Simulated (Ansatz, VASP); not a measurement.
# Two plane-wave programs on KCl

```
K Cl
1.0
     0.00000    3.50728    3.50728
     3.50728    0.00000    3.50728
     3.50728    3.50728    0.00000
K Cl
1 1
Direct
  0.00000 0.00000 0.00000
  0.25000 0.25000 0.25000
```

Alike in both runs: task single point; functional LDA; k mesh 6 × 6 × 6; no spin polarisation.

|  | VASP | Ansatz |
| --- | --- | --- |
| version | VASP 6.6.1 | Ansatz 0.2.0 |
| potentials or method | VASP PAW LDA potentials, release 64 (K_sv, Cl) | plane waves, PAW |
| plane-wave cutoff (eV) | 520 | 420 |
| occupations | gaussian, width 0.01 eV | fixed |
| valence electrons in the cell | 16 | 16 |

VASP gave:

* gap on the k mesh at the Fermi level (eV): 4.47
* pressure (GPa): -1.2

Task: Estimate Ansatz's values.

Result: gap on the k mesh at the Fermi level (eV): 4.46; pressure (GPa): -1.2.

LDA's correlation is that of Perdew and Zunger in VASP and of Perdew and Wang (1992) in Ansatz.
